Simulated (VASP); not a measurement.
# Mg2ZnS3 (P31m) in VASP: relaxation of cell and atoms with PBE

Aim: the relaxation of cell and atoms of Mg2ZnS3 with PBE.

Everything below comes from runs of VASP 6.6.1. Logs are shortened: lines on timing, memory, paths and dates and some standing lists are left out, and cuts for length are marked.

### Step 1. The cell of the first run

The structure is trigonal, space group P31m (No. 157). The conventional cell has a = 6.895 Å, b = 6.895 Å, c = 6.449 Å, α = 90.00°, β = 90.00°, γ = 120.00°. Mg (site symmetry m) has 4 S at 2.44 to 2.48 Å within 3.2 Å. Within 3.3 Å of Mg (site symmetry 3m) lie 4 S at 2.46 to 2.49 Å. Within 3.1 Å of Zn (site symmetry 3) lie 4 S at 2.36 to 2.39 Å. S (site symmetry m) has 2 Zn at 2.39 Å and 2 Mg at 2.48 to 2.49 Å within 3.2 Å. S (site symmetry 3) has 1 Zn at 2.36 Å and 3 Mg at 2.44 Å within 3.1 Å. S (site symmetry 3m) has 4 Mg at 2.44 to 2.46 Å within 3.2 Å.

### Step 2. Relaxation of cell and atoms, PBE

INCAR reads:

```
PREC = Accurate ; ENCUT = 600
EDIFF = 1E-7 ; ISMEAR = 0
SIGMA = 0.02 ; LREAL = F
LASPH = T ; NELM = 80
ALGO = Normal ; ISIF = 3
LWAVE = F ; LCHARG = F
GGA = PE ; IBRION = 2
NSW = 100 ; EDIFFG = -0.01
```

KPOINTS reads:

```
Automatic mesh
0
Gamma
  6 6 4
```

POSCAR reads:

```
Mg2ZnS3
1.0
    6.8949671000      0.0000000000      0.0000000000
   -3.4474835000      5.9712166000      0.0000000000
    0.0000000000      0.0000000000      6.4491120000
Mg Zn S
4 2 6
Direct
    0.3368010000      0.3368010000      0.0027820000
    0.0000000000      0.6631990000      0.0027820000
    0.6631990000      0.0000000000      0.0027820000
    0.0000000000      0.0000000000      0.5042090000
    0.6666667000      0.3333333000      0.5046590000
    0.3333333000      0.6666667000      0.5046590000
    0.3442370000      0.3442370000      0.3866370000
    0.0000000000      0.6557630000      0.3866370000
    0.6557630000      0.0000000000      0.3866370000
    0.6666667000      0.3333333000      0.8710520000
    0.3333333000      0.6666667000      0.8710520000
    0.0000000000      0.0000000000      0.8861130000
```

Potentials or basis: VASP PAW PBE potentials, release 64 (Mg, Zn, S).

Started as:

```
$ cat potpaw_PBE.64/Mg/POTCAR potpaw_PBE.64/Zn/POTCAR potpaw_PBE.64/S/POTCAR > POTCAR
$ mpirun -np 1 vasp_std > vasp.out
```

OUTCAR:

```text
PREC = Accurate
   ENCUT = 600
   EDIFF = 1E-7
   ISMEAR = 0
   LREAL = F
   LASPH = T
   NELM = 80
   ISIF = 3
   GGA = PE
   IBRION = 2
   NSW = 100
   EDIFFG = -0.01

 ion  position               nearest neighbor table
   1  0.337  0.337  0.003-  11 2.44  10 2.44  12 2.44   7 2.48
   2  0.000  0.663  0.003-  11 2.44  10 2.44  12 2.44   8 2.48
   3  0.663  0.000  0.003-  10 2.44  11 2.44  12 2.44   9 2.48
   4  0.000  0.000  0.504-  12 2.46   8 2.49   7 2.49   9 2.49
   5  0.667  0.333  0.505-  10 2.36   9 2.39   8 2.39   7 2.39
   6  0.333  0.667  0.505-  11 2.36   8 2.39   9 2.39   7 2.39
   7  0.344  0.344  0.387-   6 2.39   5 2.39   1 2.48   4 2.49
   8  0.000  0.656  0.387-   6 2.39   5 2.39   2 2.48   4 2.49
   9  0.656  0.000  0.387-   5 2.39   6 2.39   3 2.48   4 2.49
  10  0.667  0.333  0.871-   5 2.36   3 2.44   2 2.44   1 2.44
  11  0.333  0.667  0.871-   6 2.36   2 2.44   3 2.44   1 2.44
  12  0.000  0.000  0.886-   2 2.44   1 2.44   3 2.44   4 2.46

  LATTYP: Found a hexagonal cell.
 ALAT       =     6.8949671000
 C/A-ratio  =     0.9353361527

  Lattice vectors:

 A1 = (   6.8949671000,   0.0000000000,   0.0000000000)
 A2 = (  -3.4474835000,   5.9712166000,   0.0000000000)
 A3 = (   0.0000000000,   0.0000000000,   6.4491120000)

Analysis of symmetry for initial positions (statically):
=====================================================================
 Subroutine PRICEL returns:
 Original cell was already a primitive cell.

 Routine SETGRP: Setting up the symmetry group for a
 hexagonal supercell.

 Subroutine GETGRP returns: Found  6 space group operations
 (whereof  6 operations were pure point group operations)
 out of a pool of 24 trial point group operations.

The static configuration has the point symmetry C_3v.

Analysis of symmetry for dynamics (positions and initial velocities):
=====================================================================
 Subroutine PRICEL returns:
 Original cell was already a primitive cell.

 Routine SETGRP: Setting up the symmetry group for a
 hexagonal supercell.

 Subroutine GETGRP returns: Found  6 space group operations
 (whereof  6 operations were pure point group operations)
 out of a pool of 24 trial point group operations.

The dynamic configuration has the point symmetry C_3v.

 Subroutine INISYM returns: Found  6 space group operations
 (whereof  6 operations are pure point group operations),
 and found     1 'primitive' translations

----------------------------------------------------------------------------------------

[... 102 lines left out ...]
   PREC   = accura    normal or accurate (medium, high low for compatibility)
   ISTART =      0    job   : 0-new  1-cont  2-samecut
   ICHARG =      2    charge: 1-file 2-atom 10-const
   ISPIN  =      1    spin polarized calculation?
   LNONCOLLINEAR =      F non collinear calculations
   LSORBIT =      F    spin-orbit coupling
   LASPH  =      T    aspherical Exc in radial PAW
   ENCUT  =  600.0 eV  44.10 Ry    6.64 a.u.  13.77 13.77 12.88*2*pi/ulx,y,z
   NELM   =     80;   NELMIN=  2; NELMDL= -5     # of ELM steps
   EDIFF  = 0.1E-06   stopping-criterion for ELM
   LREAL  =      F    real-space projection
   EDIFFG = -.1E-01   stopping-criterion for IOM
   NSW    =    100    number of steps for IOM
   IBRION =      2    ionic relax: 0-MD 1-quasi-New 2-CG
   NFREE  =      1    steps in history (QN), initial steepest desc. (CG)
   ISIF   =      3    stress and relaxation
   ISYM   =      2    0-nonsym 1-usesym 2-fastsym
   POTIM  = 0.5000    time-step for ionic-motion
   TEBEG  =    0.0;   TEEND  =   0.0 temperature during run
   PSTRESS=    0.0 pullay stress
   NELECT =      68.0000    total number of electrons
   NUPDOWN=      -1.0000    fix difference up-down
   EMIN   =  10.00;   EMAX   =-10.00  energy-range for DOS
   EFERMI =   0.00;   METHOD = LEGACY
   ISMEAR =     0;   SIGMA  =   0.02  broadening in eV -4-tet -1-fermi 0-gaus
   EFERMI_NEDOS =   21; number of points for ismear=-14 and -15
   IALGO  =     38    algorithm
   IMIX   =      4    mixing-type and parameters
     AMIX     =   0.40;   BMIX     =  1.00
     AMIX_MAG =   1.60;   BMIX_MAG =  1.00
  volume/ion in A,a.u.               =      22.13       149.32
  Fermi-wavevector in a.u.,A,eV,Ry     =   1.039632  1.964619 14.705639  1.080834
  Thomas-Fermi vector in A             =   2.174171
   LORBIT       =      0    0 simple, 1 ext, 2 COOP (PROOUT), +10 PAW based schemes
   GGA     = PE    functional components
   LHFCALC =     F    Hartree Fock is set to
   AEXX    =    0.0000 exact exchange contribution
   IVDW    =     0    specifies the selected vdW correction
   LEPSILON=     F    determine dielectric tensor
   LRPA    =     F    only Hartree local field effects (RPA)
 conjugate gradient relaxation of ions
 non-spin polarized calculation
 Gauss-broadening in eV      SIGMA  =   0.02
  energy-cutoff  :      600.00
  volume of cell :      265.52
 maximum number of plane-waves:      8902
   NGX = 27   NGY = 27   NGZ = 25

--------------------------------------- Ionic step        1  -------------------------------------------

 number of electron      68.0000013 magnetization

 Free energy of the ion-electron system (eV)
  ---------------------------------------------------
  ext. energy  EPLUGINS =         0.00000000
  ---------------------------------------------------
  free energy    TOTEN  =       -47.54098432 eV

  energy without entropy =      -47.54098432  energy(sigma->0) =      -47.54098432

------------------------ aborting loop because EDIFF is reached ----------------------------------------

  FORCE on cell =-STRESS in cart. coord.  units (eV):
  Direction    XX          YY          ZZ          XY          YZ          ZX
  --------------------------------------------------------------------------------------
  -------------------------------------------------------------------------------------
  Total       -0.0670222     -0.0670222     -0.0708882     -0.0000000      0.0000000      0.0000000
  in kB       -0.4044218     -0.4044218     -0.4277497     -0.0000000      0.0000000      0.0000000
  external PRESSURE =      -0.4121978 kB  Pullay stress =       0.0000000 kB
[... 79 lines left out ...]
--------------------------------------- Ionic step        3  -------------------------------------------

 number of electron      68.0000013 magnetization

 Free energy of the ion-electron system (eV)
  ---------------------------------------------------
  ext. energy  EPLUGINS =         0.00000000
  ---------------------------------------------------
  free energy    TOTEN  =       -47.54113298 eV

  energy without entropy =      -47.54113298  energy(sigma->0) =      -47.54113298

 E-fermi :   1.4025     XC(G=0):  -8.6846

 val. band max:        1.3036668505   @ k =   0.0000   0.0000   0.0000
 cond. band min:       4.1203927662   @ k =   0.0000   0.0000   0.0000
 fundamental gap:      2.8167259157
 Fermi energy:         1.4024947205

 k-point     1 :       0.0000    0.0000    0.0000
  band No.  band energies     occupation
      1     -10.5528      2.00000
      2      -9.7679      2.00000
      3      -9.6972      2.00000
      4      -9.6972      2.00000
      5      -9.6009      2.00000
      6      -9.4897      2.00000
[... 1084 lines left out ...]
  FREE ENERGIE OF THE ION-ELECTRON SYSTEM (eV)
  ---------------------------------------------------
  free  energy   TOTEN  =       -47.5411329752 eV

  energy  without entropy=      -47.5411329752  energy(sigma->0) =      -47.54113298

 reached required accuracy - stopping structural energy minimisation
```

CONTCAR:

```text
Mg2ZnS3
   1.00000000000000
     6.8923341092002053   -0.0000000000220474    0.0000000000000000
    -3.4461670046382902    5.9689363631670647    0.0000000000000000
     0.0000000000000000    0.0000000000000000    6.4465072128195970
  Mg              Zn              S
     4     2     6
Direct
     0.3367801285589581    0.3367801285589581    0.0027612632614875
     1.0000000000000000    0.6632198714410419    0.0027612632614875
     0.6632198714410419    0.0000000000000000    0.0027612632614875
     0.0000000000000000    0.0000000000000000    0.5041729105438612
     0.6666667000000004    0.3333332999999996    0.5046240198419126
     0.3333332999999996    0.6666667000000004    0.5046240198419126
     0.3440478030333381    0.3440478030333383    0.3865065898663176
     0.9999999999999999    0.6559521969666615    0.3865065898663176
     0.6559521969666621    0.0000000000000001    0.3865065898663176
     0.6666667000000004    0.3333332999999996    0.8713098393093324
     0.3333332999999996    0.6666667000000004    0.8713098393093324
     0.0000000000000000    0.0000000000000000    0.8861568117702405

  0.00000000E+00  0.00000000E+00  0.00000000E+00
  0.00000000E+00  0.00000000E+00  0.00000000E+00
  0.00000000E+00  0.00000000E+00  0.00000000E+00
  0.00000000E+00  0.00000000E+00  0.00000000E+00
  0.00000000E+00  0.00000000E+00  0.00000000E+00
  0.00000000E+00  0.00000000E+00  0.00000000E+00
  0.00000000E+00  0.00000000E+00  0.00000000E+00
  0.00000000E+00  0.00000000E+00  0.00000000E+00
  0.00000000E+00  0.00000000E+00  0.00000000E+00
  0.00000000E+00  0.00000000E+00  0.00000000E+00
  0.00000000E+00  0.00000000E+00  0.00000000E+00
  0.00000000E+00  0.00000000E+00  0.00000000E+00
```

It took 22 min on 1 thread of Oxide Virtual Turin-like, shared host; peak memory 0.6 GiB.

Results:

| Property | Result |
| --- | --- |
| Free energy | -47.5411 eV |
| Relaxed volume | 22.10 Å³/atom |
| Relaxed cell | a = 6.892 Å, b = 6.892 Å, c = 6.447 Å, α = 90.00°, β = 90.00°, γ = 120.00° |
| Space group after relaxing (to 0.1 Å) | P31m (No. 157) |
| Energy gained by relaxing | 0.0 meV/atom |
| Ionic steps | 3 |
| Pressure after relaxing | 0.0 GPa |
| Largest force after relaxing | 0.010 eV/Å |
| Band gap on the k mesh | 2.82 eV |

Forces on the atoms (eV/Å):
```
Mg  -0.002 -0.003 -0.002
Mg  -0.002  0.003 -0.002
Mg   0.004  0.000 -0.002
Mg   0.000  0.000  0.000
Zn   0.000  0.000  0.000
Zn   0.000  0.000  0.000
S   -0.005 -0.008 -0.003
S   -0.005  0.008 -0.003
S    0.009  0.000 -0.003
S    0.000  0.000  0.008
S    0.000  0.000  0.008
S    0.000  0.000 -0.001
```

The path:
```
step  energy change (eV)  largest force (eV/Å)  pressure (GPa)  volume (Å³)
   1              0.0000                0.0243           -0.04       265.52
   2             -0.0001                0.0135            0.01       265.30
   3             -0.0001                0.0097            0.03       265.21
```

Final structure:
```
Mg Zn S
1.0
     6.89233    0.00000    0.00000
    -3.44617    5.96894    0.00000
     0.00000    0.00000    6.44651
Mg Zn S
4 2 6
Direct
  0.33678 0.33678 0.00276
  0.00000 0.66322 0.00276
  0.66322 0.00000 0.00276
  0.00000 0.00000 0.50417
  0.66667 0.33333 0.50462
  0.33333 0.66667 0.50462
  0.34405 0.34405 0.38651
  0.00000 0.65595 0.38651
  0.65595 0.00000 0.38651
  0.66667 0.33333 0.87131
  0.33333 0.66667 0.87131
  0.00000 0.00000 0.88616
```
